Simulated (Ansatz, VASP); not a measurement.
Re: VASP beside Ansatz

```
Re
1.0
     0.00000    2.11014    1.63114
     2.11014    0.00000    1.63114
     2.11014    2.11014    0.00000
Re
1
Direct
  0.00000 0.00000 0.00000
```

Alike in both runs: task single point; functional PBE; k mesh 10 × 10 × 10; occupations gaussian, width 0.15 eV; no spin polarisation.

|  | VASP | Ansatz |
| --- | --- | --- |
| version | VASP 6.6.1 | Ansatz 0.2.0 |
| potentials or method | VASP PAW PBE potentials, release 64 (Re), cutoff 520 eV | scalar-relativistic, plane waves, PAW |
| valence electrons in the cell | 7 | 15 |

VASP gave:

```
gap on the k mesh at the Fermi level (eV)                     : none
pressure (GPa)                                                : 15.0
traceless stress, the component that is largest in VASP (GPa) : 2.08
```

Task: Estimate Ansatz's values.

Result: gap on the k mesh at the Fermi level (eV): none; pressure (GPa): 15.3; traceless stress, the component that is largest in VASP (GPa): 1.46.

A gap of «none» marks a metal or a gap that the smearing closes. VASP's potentials hold 7 valence electrons a cell and Ansatz's 15, so a difference there can come from the potentials and not from the codes.

Neither program's run includes spin-orbit coupling.
